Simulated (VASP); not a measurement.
Crystal: Zr.

```
Zr
1.0
     3.23200    0.00000    0.00000
    -1.61600    2.79899    0.00000
     0.00000    0.00000    5.14700
Zr
2
Direct
  0.66667 0.33333 0.75000
  0.33333 0.66667 0.25000
```

| Quantity | Value |
| --- | --- |
| Program | VASP 6.6.1 |
| Task | relaxation of cell and atoms |
| Functional | PBEsol |
| Dispersion | D3(BJ) |
| Potentials or basis | VASP PAW PBE potentials, release 64 (Zr_sv) |
| Cutoff | 600 eV |
| k mesh | 9 × 9 × 5 |
| Occupations | fermi-dirac, width 0.05 eV |
| Spin | no spin polarisation |

At the start: pressure -7.2 GPa; volume 23.28 Å³/atom.

Problem. How do energy, volume and symmetry change on relaxing?

Solution. Over 6 steps the energy falls by 42.8 meV/atom and the volume is 21.50 Å³/atom (-7.6 %); space group P6_3/mmc (No. 194, to 0.05 Å).

The path:
```
step  energy change (eV)  largest force (eV/Å)  pressure (GPa)  volume (Å³)
   1              0.0000                0.0000           -7.25        46.56
   2              0.0031                0.0000            9.14        39.82
   3             -0.0842                0.0000           -0.07        43.09
   4             -0.0842                0.0000            0.09        43.03
   5             -0.0854                0.0000            0.06        43.01
   6             -0.0857                0.0000            0.04        43.01
```

Final structure:
```xyz
2
Lattice="3.1314 0.0000 0.0000 -1.5657 2.7119 0.0000 0.0000 0.0000 5.0642" Properties=species:S:1:pos:R:3 pbc="T T T"
Zr    1.5657    0.9040    3.7982
Zr    0.0000    1.8079    1.2661
```

Caveat: the PAW data sets were made with another functional, which shifts forces and pressure a little; pairwise dispersion overbinds metals, which lowers pressure and volume.
